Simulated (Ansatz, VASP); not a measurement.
# TaN in VASP and in Ansatz

File INCAR:

```
SYSTEM = TaN
  ALGO = Normal
  EDIFF = 1E-8
  ENCUT = 520
  GGA = PS
  ISIF = 2
  ISMEAR = -1
  LASPH = .TRUE.
  LCHARG = .FALSE.
  LEFG = .TRUE.
  LREAL = .FALSE.
  LWAVE = .FALSE.
  NBANDS = 24
  NELM = 60
  PREC = Accurate
  SIGMA = 0.01
```

The input KPOINTS:

```
k-points
0
G
  9 9 5
  0 0 0
```

The input POSCAR:

```
TaN
1.0
    3.0581283054      0.0000000000      0.0000000000
   -1.5290641527      2.6484168005      0.0000000000
    0.0000000000      0.0000000000      4.9343389905
Ta N
2 2
Direct
    0.0000000000      0.0000000000      0.0000000000
    0.0000000000      0.0000000000      0.5000000000
    0.3333333333      0.6666666667      0.2500000000
    0.6666666667      0.3333333333      0.7500000000
```

Input for Ansatz:

```yaml
crystal:
  lattice:
    - [3.0581283054, 0.0, 0.0]
    - [-1.5290641527, 2.6484168005, 0.0]
    - [0.0, 0.0, 4.9343389905]
  atoms:
    - { symbol: Ta, position: [0.0, 0.0, 0.0] }
    - { symbol: Ta, position: [0.0, 0.0, 0.5] }
    - { symbol: "N", position: [0.3333333333, 0.6666666667, 0.25] }
    - { symbol: "N", position: [0.6666666667, 0.3333333333, 0.75] }
kpoints:
  mp_grid: { grid: [9, 9, 5] }
scf:
  occupations: { method: fermi_dirac, width: 0.01 }
hamiltonian:
  xc: pbesol
  pseudopotentials: { kind: paw }
output:
  forces: true
  stress: true
  eigenvalues: true
  efg: { contact_densities: true }
```

Change from the starting cell: volume scaled by 1.01, PAW files.

Alike in both runs: task electric field gradients; functional PBEsol; k mesh 9 × 9 × 5; occupations fermi-dirac, width 0.01 eV; no spin polarisation.

|  | VASP | Ansatz |
| --- | --- | --- |
| version | VASP 6.6.1 | Ansatz 0.2.0 |
| potentials or method | VASP PAW PBE potentials, release 64 (Ta_pv, N) | PAW with Ansatz's default frozen-core files, scalar-relativistic |
| plane-wave cutoff (eV) | 520 | 420 |
| valence electrons in the cell | 32 | 36 |

|  | VASP | Ansatz | Ansatz less VASP |
| --- | --- | --- | --- |
| pressure (GPa) | 45.0 | 43.5 | -1.49 |
| traceless stress, the component that is largest in VASP (GPa) | 54.40 | 54.03 | -0.375 |
| size of Vzz on the site where it differs most (V/Å²) | 180.8 | 209.4 | +28.61 |

VASP's potentials were made for PBE, not for PBEsol. Both programs put the cell under a high pressure, so it lies far from rest at this level. The functional is the same, so the differences come from potentials, cutoffs and numerics. VASP's potentials hold 32 valence electrons a cell and Ansatz's 36, so a difference there can come from the potentials and not from the codes.

Neither program's run includes spin-orbit coupling.
